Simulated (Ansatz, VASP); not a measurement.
# Mo in VASP and in Ansatz

```
CELL_PARAMETERS angstrom
4.38347 -3.17732 0.99454
4.38347 3.17732 0.99454
-0.97837 0.00000 4.31254
ATOMIC_POSITIONS crystal
Mo 0.87500 0.87500 0.25000
Mo 0.12500 0.12500 0.75000
Mo 0.37500 0.37500 0.25000
Mo 0.62500 0.62500 0.75000
Mo 0.87500 0.37500 0.25000
Mo 0.62500 0.12500 0.75000
Mo 0.12500 0.62500 0.75000
Mo 0.37500 0.87500 0.25000
```

Alike in both runs: functional PBE; k mesh 4 × 4 × 4; occupations gaussian, width 0.1 eV; no spin polarisation.

Ansatz relaxed the structure, and its values are those at the end. VASP's run is a single point on that final structure, the one shown.

```csv
,VASP,Ansatz
version,VASP 6.6.1,Ansatz 0.2.0
potentials or method,"VASP PAW PBE potentials, release 64 (Mo_sv), cutoff 520 eV","scalar-relativistic, plane waves, PAW"
valence electrons in the cell,112,112
```

```tsv
	VASP	Ansatz	Ansatz less VASP
gap on the k mesh at the Fermi level (eV)	none	none	-
pressure (GPa)	0.5	0.0	-0.51
```

A gap of «none» marks a metal or a gap that the smearing closes.
